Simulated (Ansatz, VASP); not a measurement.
## Two plane-wave programs on BiP

Contents of INCAR:

```
SYSTEM = BiP
ALGO = Normal
EDIFF = 1E-6
ENCUT = 520
ISIF = 2
ISMEAR = 0
LASPH = .TRUE.
LCHARG = .FALSE.
LREAL = .FALSE.
LWAVE = .FALSE.
NBANDS = 28
NELM = 100
PREC = Accurate
SIGMA = 0.05
```

The input KPOINTS:

```
k-points
0
G
  8 8 6
  0 0 0
```

POSCAR

```
BiP
1.0
    4.9048130777      0.0000000000      0.0000000000
   -2.4524065388      4.2476927261      0.0000000000
    0.0000000000      0.0000000000      6.1737119889
Bi P
2 2
Direct
    0.6666666667      0.3333333333      0.0317686379
    0.3333333333      0.6666666667      0.5317686379
    0.6666666667      0.3333333333      0.5934313621
    0.3333333333      0.6666666667      0.0934313621
```

Input for Ansatz:

```yaml
crystal:
  lattice:
    - [4.9048130777, 0.0, 0.0]
    - [-2.4524065388, 4.2476927261, 0.0]
    - [0.0, 0.0, 6.1737119889]
  atoms:
    - { symbol: Bi, position: [0.6666666667, 0.3333333333, 0.0317686379] }
    - { symbol: Bi, position: [0.3333333333, 0.6666666667, 0.5317686379] }
    - { symbol: P, position: [0.6666666667, 0.3333333333, 0.5934313621] }
    - { symbol: P, position: [0.3333333333, 0.6666666667, 0.0934313621] }
basis:
  ecutwfc: 420
  ecutrho_ratio: 4
kpoints:
  mp_grid: { grid: [8, 8, 6] }
hamiltonian:
  xc: lda
scf:
  occupations: { method: gaussian, width: 0.05 }
output:
  forces: true
  stress: true
  eigenvalues: true
  populations: true
```

Alike in both runs: task single point; functional LDA; k mesh 8 × 8 × 6; occupations gaussian, width 0.05 eV; no spin polarisation.

```csv
,VASP,Ansatz
version,VASP 6.6.1,Ansatz 0.2.0
potentials or method,"VASP PAW LDA potentials, release 64 (Bi_d, P), cutoff 520 eV","scalar-relativistic, plane waves, PAW"
valence electrons in the cell,40,40
```

Ansatz gave:

```
gap on the k mesh at the Fermi level (eV)                     : 0.12
least direct gap on the mesh (eV)                             : 1.00
pressure (GPa)                                                : -3.1
traceless stress, the component that is largest in VASP (GPa) : -0.13
rms of the force components (eV/Å)                            : 0.052
```

Task: What did VASP give for the same quantities?

Result: gap on the k mesh at the Fermi level (eV): 0.11; least direct gap on the mesh (eV): 1.00; pressure (GPa): -3.0; traceless stress, the component that is largest in VASP (GPa): -0.17; rms of the force components (eV/Å): 0.047.

LDA's correlation is that of Perdew and Zunger in VASP and of Perdew and Wang (1992) in Ansatz. Atom by atom the forces differ by 0.004 eV/Å (rms over components).

Spin-orbit coupling is off throughout.
